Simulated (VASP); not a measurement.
Write the native input for VASP 6.6.1 that does the following.

```
Task                   : relaxation of cell and atoms
Functional             : PBEsol
Potentials or basis    : VASP PAW PBE potentials, release 64 (O, C)
Cutoff                 : 600 eV
k mesh                 : 8 × 8 × 4
Occupations            : fermi-dirac, width 0.05 eV
Spin                   : no spin polarisation
Target pressure        : 20 GPa
Dipole correction      : no
Further INCAR settings : ALGO = Normal; EDIFF = 1e-06; IBRION = 2; EDIFFG = -0.01; NSW = 60; ISIF = 3
```

The structure of CO2 lies in POSCAR:

```
CO2
1.0
    2.6359112300     -2.3873781200      0.0000000000
    2.6359112300      2.3873781200      0.0000000000
    0.0000000000      0.0000000000      6.5871749100
O C
4 2
Direct
    0.3065085700      0.6934914300      0.6081566100
    0.6934914300      0.3065085700      0.3918433900
    0.1934914300      0.8065085700      0.1081566100
    0.8065085700      0.1934914300      0.8918433900
    0.5000000000      0.5000000000      0.5000000000
    0.0000000000      0.0000000000      0.0000000000
```

One way to write it, as run:

INCAR

```
ALGO = Normal ; EDIFF = 1E-6
EDIFFG = -0.01 ; ENCUT = 600
GGA = PS ; IBRION = 2
ISIF = 3 ; ISMEAR = -1
LASPH = T ; LCHARG = F
LREAL = F ; LWAVE = F
NELM = 80 ; NSW = 60
PREC = Accurate ; PSTRESS = 200.0
SIGMA = 0.05
```

KPOINTS

```
k-points
0
Gamma
  8 8 4
```

Potentials or basis: VASP PAW PBE potentials, release 64 (O, C).

Run with:

```sh
$ cat potpaw_PBE.64/O/POTCAR potpaw_PBE.64/C/POTCAR > POTCAR
$ mpirun -np 1 vasp_std > vasp.out
```

It gave:

| Property | Result |
| --- | --- |
| Relaxed volume | 8.79 Å³/atom |
| Relaxed cell | a = 3.026 Å, b = 3.026 Å, c = 5.775 Å, α = 90.00°, β = 90.00°, γ = 85.84° |
| Space group after relaxing (to 0.1 Å) | Cmce (No. 64) |
| Energy change on relaxing (the run minimises the enthalpy) | +195.3 meV/atom |
| Ionic steps | 52 |
| Pressure after relaxing | 20.1 GPa |
| Band gap on the k mesh | 5.17 eV (least direct gap 6.45 eV) |

Caveat: the cell is relaxed towards a set pressure, so the run minimises the enthalpy, not the energy; the volume moved by over 15 % at a fixed basis, so the end points are rough; this functional lacks dispersion, which holds the molecules together, so the pressure and a relaxed volume are unreliable; the PAW data sets were made with another functional, which shifts forces and pressure a little.

Run time: 13 min on 1 thread of Intel(R) Xeon(R) 6975P-C (Granite Rapids) (shared host), peak memory 0.26 GiB.
